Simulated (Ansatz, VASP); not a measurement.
Ta: VASP beside Ansatz

Contents of INCAR:

```
PREC = Accurate
ENCUT = 520
EDIFF = 1E-7
ISMEAR = 1
SIGMA = 0.02
LREAL = False
LASPH = True
NELM = 100
ALGO = Fast
ISIF = 2
LWAVE = False
LCHARG = False
NBANDS = 12
```

The input KPOINTS:

```
regular mesh
0
Gamma
  22 22 22
```

POSCAR

```
Ta
1.0
   -1.7432021208      1.7432021208      1.4817218027
    1.7432021208     -1.7432021208      1.4817218027
    1.7432021208      1.7432021208     -1.4817218027
Ta
1
Direct
    0.0000000000      0.0000000000      0.0000000000
```

Input for Ansatz:

```yaml
crystal:
  lattice:
    - [-1.7432021208, 1.7432021208, 1.4817218027]
    - [1.7432021208, -1.7432021208, 1.4817218027]
    - [1.7432021208, 1.7432021208, -1.4817218027]
  atoms:
    - { symbol: Ta, position: [0.0, 0.0, 0.0] }
basis:
  ecutwfc: 420
kpoints:
  mp_grid: { grid: [22, 22, 22] }
hamiltonian:
  xc: lda
scf:
  occupations: { method: methfessel_paxton, width: 0.02 }
output:
  forces: true
  stress: true
  eigenvalues: true
```

Alike in both runs: task single point; functional LDA; k mesh 22 × 22 × 22; occupations methfessel-paxton of order 1, width 0.02 eV; no spin polarisation.

```csv
,VASP,Ansatz
version,VASP 6.6.1,Ansatz 0.2.0
potentials or method,"VASP PAW LDA potentials, release 64 (Ta_pv), cutoff 520 eV","scalar-relativistic, plane waves, PAW"
valence electrons in the cell,11,13
```

Ansatz gave:

* gap on the k mesh at the Fermi level (eV): none
* pressure (GPa): -6.7
* traceless stress, the component that is largest in VASP (GPa): 8.29

Task: Which values does VASP return?

Result: gap on the k mesh at the Fermi level (eV): none; pressure (GPa): -6.0; traceless stress, the component that is largest in VASP (GPa): 8.46.

LDA's correlation is that of Perdew and Zunger in VASP and of Perdew and Wang (1992) in Ansatz. A gap of «none» marks a metal or a gap that the smearing closes. VASP's potentials hold 11 valence electrons a cell and Ansatz's 13, so a difference there can come from the potentials and not from the codes.

Neither program's run includes spin-orbit coupling.
